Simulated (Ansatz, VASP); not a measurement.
SrCuS2 in VASP and in Ansatz

```
Sr Cu S
1.0
     4.34895    0.00000    0.00000
     0.00000    4.34895    0.00000
     0.00000    0.00000    8.93915
Sr Cu S
2 2 4
Direct
  0.25000 0.25000 0.68476
  0.75000 0.75000 0.31524
  0.25000 0.25000 0.09434
  0.75000 0.75000 0.90566
  0.25000 0.25000 0.35409
  0.75000 0.75000 0.64591
  0.75000 0.25000 0.00000
  0.25000 0.75000 0.00000
```

Alike in both runs: functional r2SCAN; k mesh 4 × 4 × 2; collinear spin.

Ansatz relaxed the structure, and its values are those at the end. VASP's run is a single point on that final structure, the one shown.

```csv
,VASP,Ansatz
version,VASP 6.6.1,Ansatz 0.2.0
potentials or method,"VASP PAW PBE potentials, release 64 (Sr_sv, Cu, S), cutoff 520 eV",PAW plane waves
occupations,"fermi-dirac, width 0.1 eV",fermi-dirac
valence electrons in the cell,66,82
```

Ansatz gave:

- gap on the k mesh at the Fermi level (eV): none
- pressure (GPa): 0.0
- rms of the force components (eV/Å): 0.001

Which values does VASP return?

gap on the k mesh at the Fermi level (eV): none; pressure (GPa): 0.1; rms of the force components (eV/Å): 0.009.

VASP's potentials were made for PBE, not for r2SCAN. A gap of «none» marks a metal or a gap that the smearing closes. VASP's potentials hold 66 valence electrons a cell and Ansatz's 82, so a difference there can come from the potentials and not from the codes. Ansatz's warnings: no starting moments.

The k mesh is coarse, so the values compare programs but aren't converged.
